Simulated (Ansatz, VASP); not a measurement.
## Li: VASP beside Ansatz

```
Li
1.0
     1.58151    0.91308    7.58830
    -1.58151    0.91308    7.58830
     0.00000   -1.82617    7.58830
Li
3
Direct
  0.00000 0.00000 0.00000
  0.22200 0.22200 0.22200
  0.77800 0.77800 0.77800
```

Change from the starting cell: equal xx and yy strain of +2 %, crystal datasets.

Alike in both runs: task electric field gradients; functional PBEsol; k mesh 12 × 12 × 12; occupations fermi-dirac, width 0.05 eV; no spin polarisation.

|  | VASP | Ansatz |
| --- | --- | --- |
| version | VASP 6.6.1 | Ansatz 0.2.0 |
| potentials or method | VASP PAW PBE potentials, release 64 (Li_sv), cutoff 520 eV | all-electron PAW with datasets made for the crystal, scalar-relativistic |

|  | VASP | Ansatz | Ansatz less VASP |
| --- | --- | --- | --- |
| rms of the force components (eV/Å) | 0.004 | 0.004 | -0.0001 |
| size of Vzz on the site where it differs most (V/Å²) | 0.1 | 0.1 | -0.04 |

VASP's potentials were made for PBE, not for PBEsol. Atom by atom the forces differ by 0.000 eV/Å (rms over components). Ansatz ran all-electron here, and VASP with PAW potentials.

Noted on VASP's run: the cutoff is short for stress, so the pressure is rough.
